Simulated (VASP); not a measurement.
Write the native input for VASP 6.6.1 that does the following.

| Quantity | Value |
| --- | --- |
| Task | single point |
| Functional | PBE |
| Potentials or basis | VASP PAW PBE potentials, release 64 (K_sv, Br) |
| Cutoff | 520 eV |
| k mesh | 6 × 6 × 6 |
| Occupations | gaussian, width 0.02 eV |
| Spin | no spin polarisation |
| Dipole correction | no |
| Further INCAR settings | ALGO = Normal; EDIFF = 1e-07; NBANDS = 15 |

The structure of KBr lies in POSCAR:

```
KBr
1.0
    0.0000000000      3.4586007839      3.4586007839
    3.4586007839      0.0000000000      3.4586007839
    3.4586007839      3.4586007839      0.0000000000
K Br
1 1
Direct
    0.0000000000      0.0000000000      0.0000000000
    0.5000000000      0.5000000000      0.5000000000
```

This cell differs from its parent crystal: volume scaled by 1.10.

These files were run (other wordings do the same):

INCAR

```
SYSTEM = KBr
ALGO = Normal
EDIFF = 1E-7
ENCUT = 520
GGA = PE
ISIF = 2
ISMEAR = 0
LASPH = .TRUE.
LCHARG = .FALSE.
LREAL = .FALSE.
LWAVE = .FALSE.
NBANDS = 15
NELM = 100
PREC = Accurate
SIGMA = 0.02
```

KPOINTS

```
k-points
0
G
  6 6 6
  0 0 0
```

Potentials or basis: VASP PAW PBE potentials, release 64 (K_sv, Br).

Command:

```console
$ cat potpaw_PBE.64/K_sv/POTCAR potpaw_PBE.64/Br/POTCAR > POTCAR
$ mpirun -np 1 vasp_std > vasp.out
```

Results of the run:

```
Pressure               : -1.0 GPa
Band gap on the k mesh : 4.09 eV, direct
```

It took 9.1 s on 1 thread of Intel(R) Xeon(R) 6975P-C (Granite Rapids), with other jobs on the host, peak memory 0.2 GiB.
